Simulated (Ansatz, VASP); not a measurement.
**CuO, level by level in two programs**

```
Cu O
1.0
     2.38778   -1.74486    0.00000
     2.38778    1.74486    0.00000
    -0.86670    0.00000    5.15707
Cu O
2 2
Direct
  0.50000 0.00000 0.50000
  0.00000 0.50000 0.00000
  0.41840 0.58160 0.75000
  0.58160 0.41840 0.25000
```

Single points on this cell with VASP 6.6.1 and Ansatz 0.2.0. Each row is one pair of runs. Alike in all rows: spin: off; k mesh: 10 × 10 × 5; smearing: fermi-dirac, width 0.05 eV; VASP's potentials, cutoff: VASP PAW PBE potentials, release 64 (Cu, O), 520 eV.

| level | Ansatz's potentials, cutoff | gap on the k mesh at the Fermi level (eV), VASP | gap on the k mesh at the Fermi level (eV), Ansatz | pressure (GPa), VASP | pressure (GPa), Ansatz | rms of the force components (eV/Å), VASP | rms of the force components (eV/Å), Ansatz |
| --- | --- | --- | --- | --- | --- | --- | --- |
| r2SCAN+D4 | Ansatz PAW, 500 eV | none | none | -11.2 | -11.9 | 0.168 | 0.184 |
| PBEsol+D4 | Ansatz PAW, 420 eV | none | none | -13.2 | -13.8 | 0.197 | 0.211 |
| revPBE | Ansatz PAW, 420 eV | none | none | 0.5 | -0.1 | 0.138 | 0.154 |
| RPBE+D3(BJ) | Ansatz PAW, 420 eV | none | none | -19.0 | -19.5 | 0.109 | 0.125 |

Pressure (GPa): the two programs differ by at most 0.71; rms of the force components (eV/Å): the two programs differ by at most 0.0158.

VASP's potentials hold 34 valence electrons a cell and Ansatz's 50, so a difference there can come from the potentials and not from the codes.

A gap of «none» marks a metal or a gap that the smearing closes.
